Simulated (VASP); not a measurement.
Set up this calculation in VASP 6.6.1, as the native input.

- Task: single point
- Functional: PBE
- Potentials or basis: VASP PAW PBE potentials, release 64 (Li_sv, F)
- Cutoff: 520 eV
- k mesh: 9 × 9 × 6
- Occupations: gaussian, width 0.05 eV
- Spin: no spin polarisation
- Dipole correction: no
- Further INCAR settings: ALGO = Normal; EDIFF = 1e-06; NBANDS = 18

The structure of LiF lies in POSCAR:

```
LiF
1.0
    3.1427330808      0.0000000000      0.0000000000
   -1.5713665404      2.7216866853      0.0000000000
    0.0000000000      0.0000000000      4.8495514170
Li F
2 2
Direct
    0.3333333333      0.6666666667      0.4320721835
    0.6666666667      0.3333333333      0.9320721835
    0.3333333333      0.6666666667      0.9939266766
    0.6666666667      0.3333333333      0.4939266766
```

This cell differs from its parent crystal: c/a of the conventional cell at fixed volume 1.5431.

The input as run:

INCAR

```
SYSTEM = LiF
ALGO = Normal
EDIFF = 1E-6
ENCUT = 520
GGA = PE
ISIF = 2
ISMEAR = 0
LASPH = .TRUE.
LCHARG = .FALSE.
LREAL = .FALSE.
LWAVE = .FALSE.
NBANDS = 18
NELM = 60
PREC = Accurate
SIGMA = 0.05
```

KPOINTS

```
k-points
0
G
  9 9 6
  0 0 0
```

Potentials or basis: VASP PAW PBE potentials, release 64 (Li_sv, F).

Command:

```sh
$ cat potpaw_PBE.64/Li_sv/POTCAR potpaw_PBE.64/F/POTCAR > POTCAR
$ mpirun -np 1 vasp_std > vasp.out
```

Results of the run:

```json
{
 "Largest force": "0.252 eV/Å",
 "Band gap on the k mesh": "7.36 eV, direct"
}
```

It took 18 s on 1 thread of Intel Xeon 6975P-C, on a shared host, peak memory 0.16 GiB.
